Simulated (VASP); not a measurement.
Wanted: the native input for a VASP 6.6.1 run.

```yaml
Task: single point
Functional: LDA
Potentials_or_basis: VASP PAW LDA potentials, release 64 (W_sv, C)
Cutoff: 520 eV
k_mesh: 17 × 17 × 17
Occupations: fermi-dirac, width 0.1 eV
Spin: no spin polarisation
Dipole_correction: no
Further_INCAR_settings: ALGO = Normal; EDIFF = 1e-06; NBANDS = 16
```

The structure of WC (rocksalt type) lies in POSCAR:

```
WC
1.0
    0.0000000000      1.9373954159      1.9373954159
    1.9373954159      0.0000000000      1.9373954159
    1.9373954159      1.9373954159      0.0000000000
W C
1 1
Direct
    0.0000000000      0.0000000000      0.0000000000
    0.5000000000      0.5000000000      0.5000000000
```

This cell differs from its parent crystal: volume scaled by 0.72.

One way to write it, as run:

INCAR

```
SYSTEM = WC
ALGO     = Normal         ! electronic algorithm
EDIFF    = 1E-6           ! SCF threshold, eV
ENCUT    = 520            ! plane-wave cutoff, eV
GGA      = CA             ! functional
ISIF     = 2              ! what is computed and relaxed
ISMEAR   = -1             ! smearing method
LASPH    = .TRUE.         ! aspherical terms in the spheres
LCHARG   = .FALSE.        ! write CHGCAR
LREAL    = .FALSE.        ! projectors in reciprocal space
LWAVE    = .FALSE.        ! write WAVECAR
NBANDS   = 16             ! bands
NELM     = 80             ! most SCF steps
PREC     = Accurate       ! precision mode
SIGMA    = 0.1            ! smearing width, eV
```

KPOINTS

```
k-points
0
G
  17 17 17
  0 0 0
```

Potentials or basis: VASP PAW LDA potentials, release 64 (W_sv, C).

Run with:

```bash
$ cat potpaw_LDA.64/W_sv/POTCAR potpaw_LDA.64/C/POTCAR > POTCAR
$ mpirun -np 1 vasp_std > vasp.out
```

It gave:

```yaml
Pressure: 273.6 GPa
Band_gap_on_the_k_mesh: zero (band 9 reaches 20.74 eV, above the bottom of band 10 at 15.44 eV)
```

Caveat: spin-orbit coupling is left out, which moves the levels of the heavy elements.

It took 20 s on 1 thread of AMD EPYC 7R13 Processor (Zen 3) (shared host), peak memory 0.12 GiB.
